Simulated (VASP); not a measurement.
# In (C2/m) in VASP: single point with BLYP

Aim: the single point of In with BLYP.

All numbers are computed with VASP 6.6.1; they aren't measurements. Logs are shortened: lines on timing, memory, paths and dates and some standing lists are left out, and cuts for length are marked.

**1. The cell of the first run**

Symmetry: C2/m, No. 12, monoclinic system. Conventional cell: a = 4.891 Å, b = 4.884 Å, c = 3.615 Å, α = 90.00°, β = 131.51°, γ = 90.00°. In (site symmetry 2/m) has 12 In at 3.46 to 3.68 Å within 4.5 Å.

**2. Single point, BLYP (32.33 Å³/atom)**

The input, INCAR:

```
SYSTEM = In
AGGAC = 1.0 ; AGGAX = 1.0
ALDAC = 0.0 ; ALDAX = 1.0
ALGO = Normal ; EDIFF = 1E-7
ENCUT = 520 ; GGA = B5
ISIF = 2 ; ISMEAR = -1
LASPH = .TRUE. ; LCHARG = .FALSE.
LREAL = .FALSE. ; LWAVE = .FALSE.
NBANDS = 12 ; NELM = 100
PREC = Accurate ; SIGMA = 0.1
```

The input, KPOINTS:

```
k-points
0
G
  18 18 21
  0 0 0
```

The input, POSCAR:

```
In
1.0
   -1.7093656450      1.7438599293      2.7076428758
    1.7438599293     -1.7093656450      2.7076428758
    1.7118172665      1.7118172665     -2.6849766575
In
1
Direct
    0.0000000000      0.0000000000      0.0000000000
```

Potentials or basis: VASP PAW PBE potentials, release 64 (In_d).

Launch:

```
$ cat potpaw_PBE.64/In_d/POTCAR > POTCAR
$ mpirun -np 1 vasp_std > vasp.out
```

OUTCAR:

```text
SYSTEM = In
   EDIFF = 1E-7
   ENCUT = 520
   GGA = B5
   ISIF = 2
   ISMEAR = -1
   LASPH = .TRUE.
   LREAL = .FALSE.
   NELM = 100
   PREC = Accurate

 ion  position               nearest neighbor table
   1  0.000  0.000  0.000-

  Warning from LATTYP: Got some problem with cell dimensions!
  Tried to take original basis but could not verify dimensions!
  LATTYP: Found a base centered monoclinic cell.
 ALAT       =     4.8907427722
 B/A-ratio  =     0.9985392135
 C/A-ratio  =     0.7391942701
 COS(beta)  =    -0.6627235241

  Lattice vectors:

 A1 = (  -0.0024516215,  -3.4556771958,  -0.0226662183)
 A2 = (  -3.4556771958,  -0.0024516215,  -0.0226662183)
 A3 = (   1.7118172665,   1.7118172665,  -2.6849766575)

Analysis of symmetry for initial positions (statically):
=====================================================================
 Subroutine PRICEL returns:
 Original cell was already a primitive cell.

 Routine SETGRP: Setting up the symmetry group for a
 base centered monoclinic supercell.

 Subroutine GETGRP returns: Found  4 space group operations
 (whereof  4 operations were pure point group operations)
 out of a pool of  4 trial point group operations.

The static configuration has the point symmetry C_2h.

Analysis of symmetry for dynamics (positions and initial velocities):
=====================================================================
 Subroutine PRICEL returns:
 Original cell was already a primitive cell.

 Routine SETGRP: Setting up the symmetry group for a
 base centered monoclinic supercell.

 Subroutine GETGRP returns: Found  4 space group operations
 (whereof  4 operations were pure point group operations)
 out of a pool of  4 trial point group operations.

The dynamic configuration has the point symmetry C_2h.

 Subroutine INISYM returns: Found  4 space group operations
 (whereof  4 operations are pure point group operations),
 and found     1 'primitive' translations

----------------------------------------------------------------------------------------

                                     Primitive cell

  volume of cell :      32.3312

  direct lattice vectors                    reciprocal lattice vectors
    -1.709365645  1.743859929  2.707642876    -0.001403692  0.288180634  0.182835751
     1.743859929 -1.709365645  2.707642876     0.288180634 -0.001403692  0.182835751
     1.711817266  1.711817266 -2.684976658     0.289197876  0.289197876 -0.003684265

  length of vectors
     3.646136079  3.646136079  3.615209034     0.341290141  0.341290141  0.409004152

  position of ions in fractional coordinates (direct lattice)
     0.000000000  0.000000000  0.000000000

  ion indices of the primitive-cell ions
   primitive index   ion index
                 1           1

----------------------------------------------------------------------------------------

 KPOINTS: k-points

Automatic generation of k-mesh.
 Grid dimensions read from file:
 generate k-points for:   18   18   21

 Generating k-lattice:

  Cartesian coordinates                     Fractional coordinates (reciprocal lattice)
    -0.000077983  0.016010035  0.010157542     0.055555556  0.000000000 -0.000000000
     0.016010035 -0.000077983  0.010157542     0.000000000  0.055555556 -0.000000000
     0.013771327  0.013771327 -0.000175441    -0.000000000 -0.000000000  0.047619048

  Length of vectors
     0.018960563  0.018960563  0.019476388

  Shift w.r.t. Gamma in fractional coordinates (k-lattice)
     0.000000000  0.000000000  0.000000000

 Subroutine IBZKPT returns following result:
 ===========================================

 Found   1801 irreducible k-points:

 Following reciprocal coordinates:
            Coordinates               Weight
  0.000000  0.000000  0.000000      1.000000
  0.055556  0.000000  0.000000      4.000000
  0.111111  0.000000  0.000000      4.000000
  0.166667  0.000000 -0.000000      4.000000
  0.222222  0.000000 -0.000000      4.000000
  0.277778  0.000000 -0.000000      4.000000
[... 16 lines left out ...]
 -0.277778  0.055556  0.000000      4.000000
 -0.222222  0.055556  0.000000      4.000000
 [... further k-points ...]
   k-points           NKPTS =   1801   k-points in BZ     NKDIM =   1801   number of bands    NBANDS=     12
   number of dos      NEDOS =    301   number of ions     NIONS =      1
   total plane-waves  NPLWV =  21952
   dimension x,y,z NGX =    28 NGY =   28 NGZ =   28
   dimension x,y,z NGXF=    56 NGYF=   56 NGZF=   56
   ions per type =               1
   NGX,Y,Z   is equivalent  to a cutoff of  12.77, 12.77, 12.88 a.u.
   NGXF,Y,Z  is equivalent  to a cutoff of  25.53, 25.53, 25.75 a.u.
 SYSTEM =  In
   PREC   = accura    normal or accurate (medium, high low for compatibility)
   ISTART =      0    job   : 0-new  1-cont  2-samecut
   ICHARG =      2    charge: 1-file 2-atom 10-const
   ISPIN  =      1    spin polarized calculation?
   LNONCOLLINEAR =      F non collinear calculations
   LSORBIT =      F    spin-orbit coupling
   LASPH  =      T    aspherical Exc in radial PAW
   ENCUT  =  520.0 eV  38.22 Ry    6.18 a.u.   6.78  6.78  6.72*2*pi/ulx,y,z
   NELM   =    100;   NELMIN=  2; NELMDL= -5     # of ELM steps
   EDIFF  = 0.1E-06   stopping-criterion for ELM
   LREAL  =      F    real-space projection
   EDIFFG = 0.1E-05   stopping-criterion for IOM
   NSW    =      0    number of steps for IOM
   IBRION =     -1    ionic relax: 0-MD 1-quasi-New 2-CG
   NFREE  =      0    steps in history (QN), initial steepest desc. (CG)
   ISIF   =      2    stress and relaxation
   ISYM   =      2    0-nonsym 1-usesym 2-fastsym
   POTIM  = 0.5000    time-step for ionic-motion
   TEBEG  =    0.0;   TEEND  =   0.0 temperature during run
   PSTRESS=    0.0 pullay stress
   NELECT =      13.0000    total number of electrons
   NUPDOWN=      -1.0000    fix difference up-down
   EMIN   =  10.00;   EMAX   =-10.00  energy-range for DOS
   EFERMI =   0.00;   METHOD = LEGACY
   ISMEAR =    -1;   SIGMA  =   0.10  broadening in eV -4-tet -1-fermi 0-gaus
   EFERMI_NEDOS =   21; number of points for ismear=-14 and -15
   IALGO  =     38    algorithm
   IMIX   =      4    mixing-type and parameters
     AMIX     =   0.40;   BMIX     =  1.00
     AMIX_MAG =   1.60;   BMIX_MAG =  1.00
  volume/ion in A,a.u.               =      32.33       218.18
  Fermi-wavevector in a.u.,A,eV,Ry     =   1.208321  2.283395 19.865034  1.460039
  Thomas-Fermi vector in A             =   2.343932
   LORBIT       =      0    0 simple, 1 ext, 2 COOP (PROOUT), +10 PAW based schemes
   GGA     = B5    functional components
   LHFCALC =     F    Hartree Fock is set to
   AEXX    =    0.0000 exact exchange contribution
   IVDW    =     0    specifies the selected vdW correction
   LEPSILON=     F    determine dielectric tensor
   LRPA    =     F    only Hartree local field effects (RPA)
 non-spin polarized calculation
  energy-cutoff  :      520.00
  volume of cell :       32.33
 maximum number of plane-waves:       885
   NGX = 13   NGY = 13   NGZ = 13

 number of electron      12.9999996 magnetization

 Free energy of the ion-electron system (eV)
  ---------------------------------------------------
  ext. energy  EPLUGINS =         0.00000000
  ---------------------------------------------------
  free energy    TOTEN  =        -1.86857844 eV

  energy without entropy =       -1.84933969  energy(sigma->0) =       -1.85895907

 E-fermi :   5.7933     XC(G=0):  -8.7080

 val. band max:        5.7868713759   @ k =   0.3889   0.2778   0.1905
 cond. band min:       5.7944096537   @ k =   0.3889   0.3889   0.2857
 fundamental gap:      0.0075382778
 Fermi energy:         5.7933303509

 k-point     1 :       0.0000    0.0000    0.0000
  band No.  band energies     occupation
      1      -8.7850      2.00000
      2      -8.6993      2.00000
      3      -8.6979      2.00000
      4      -8.6784      2.00000
      5      -8.5901      2.00000
      6      -2.4352      2.00000
      7      14.1339      0.00000
      8      14.2891      0.00000
      9      14.4663      0.00000
     10      17.2912      0.00000
     11      18.0455      0.00000
     12      18.4659      0.00000

 k-point     2 :       0.0556    0.0000    0.0000
  band No.  band energies     occupation
      1      -8.7815      2.00000
      2      -8.6998      2.00000
      3      -8.6957      2.00000
      4      -8.6768      2.00000
      5      -8.5914      2.00000
      6      -2.3792      2.00000
      7      13.5506      0.00000
      8      14.1669      0.00000
      9      14.3593      0.00000
     10      16.9440      0.00000
     11      18.3487      0.00000
     12      18.6804      0.00000

 k-point     3 :       0.1111    0.0000    0.0000
  band No.  band energies     occupation
      1      -8.7724      2.00000
      2      -8.7030      2.00000
      3      -8.6889      2.00000
      4      -8.6704      2.00000
      5      -8.5946      2.00000
      6      -2.2109      2.00000
      7      12.1841      0.00000
      8      13.9030      0.00000
      9      14.1684      0.00000
     10      16.6636      0.00000
     11      18.2482      0.00000
     12      18.8954      0.00000
[... 286 lines left out ...]
 k-point    23 :      -0.2778    0.0556    0.0000
  band No.  band energies     occupation
      1      -8.7393      2.00000
      2      -8.7277      2.00000
      3      -8.6719      2.00000
      4      -8.6168      2.00000
      5      -8.5945      2.00000
      6      -1.1295      2.00000
      7       8.0382      0.00000
      8      12.3906      0.00000
      9      13.6867      0.00000
     10      16.3234      0.00000
     11      17.5922      0.00000
     12      18.4858      0.00000

 k-point    24 :      -0.2222    0.0556    0.0000
  band No.  band energies     occupation
      1      -8.7437      2.00000
      2      -8.7192      2.00000
      3      -8.6746      2.00000
      4      -8.6389      2.00000
      5      -8.6036      2.00000
      6      -1.6047      2.00000
      7       9.5417      0.00000
      8      12.7853      0.00000
      9      13.8481      0.00000
     10      16.3805      0.00000
     11      18.0392      0.00000
     12      18.9204      0.00000

 [... further k-points ...]

------------------------ aborting loop because EDIFF is reached ----------------------------------------

  FORCE on cell =-STRESS in cart. coord.  units (eV):
  Direction    XX          YY          ZZ          XY          YZ          ZX
  --------------------------------------------------------------------------------------
  -------------------------------------------------------------------------------------
  Total       -0.1687145     -0.1687145     -0.1694410     -0.0054057      0.0009597      0.0009597
  in kB       -8.3606836     -8.3606836     -8.3966836     -0.2678781      0.0475578      0.0475574
  external PRESSURE =      -8.3726836 kB  Pullay stress =       0.0000000 kB

 VOLUME and BASIS-vectors are now :
 -----------------------------------------------------------------------------
  energy-cutoff  :      520.00
  volume of cell :       32.33
      direct lattice vectors                 reciprocal lattice vectors
    -1.709365645  1.743859929  2.707642876    -0.001403692  0.288180634  0.182835751
     1.743859929 -1.709365645  2.707642876     0.288180634 -0.001403692  0.182835751
     1.711817266  1.711817266 -2.684976658     0.289197876  0.289197876 -0.003684265

 POSITION                                       TOTAL-FORCE (eV/Angst)
 -----------------------------------------------------------------------------------
      0.00000      0.00000      0.00000         0.000000      0.000000      0.000000
 -----------------------------------------------------------------------------------
    total drift:                               -0.000000     -0.000000      0.000000

  FREE ENERGIE OF THE ION-ELECTRON SYSTEM (eV)
  ---------------------------------------------------
  free  energy   TOTEN  =        -1.8685784441 eV

  energy  without entropy=       -1.8493396881  energy(sigma->0) =       -1.85895907
```

It took 7.3 min on 1 thread of Intel Xeon 8259CL, shared host; peak memory 0.69 GiB.

What came out:

| Property | Result |
| --- | --- |
| Free energy | -1.8686 eV |
| Pressure | -0.8 GPa |
| Band gap on the k mesh | zero (an odd number of electrons rules out a gap without spin polarisation) |

Levels at points of the mesh, in eV from the Fermi level:
```csv
k point,band 3,band 4,band 5,band 6,band 7,band 8,band 9,band 10
"(0.00, 0.00, 0.00)",-14.49,-14.47,-14.38,-8.23,8.34,8.50,8.67,11.50
"(0.50, 0.00, 0.00)",-14.48,-14.35,-14.32,-4.39,-2.43,6.02,7.74,9.93
"(0.50, 0.50, 0.00)",-14.35,-14.35,-14.27,-2.19,-1.24,2.80,3.56,6.27
```

Caveat: the PAW data sets were made with another functional, which shifts forces and pressure a little; spin-orbit coupling is left out, which moves the levels of the heavy elements.
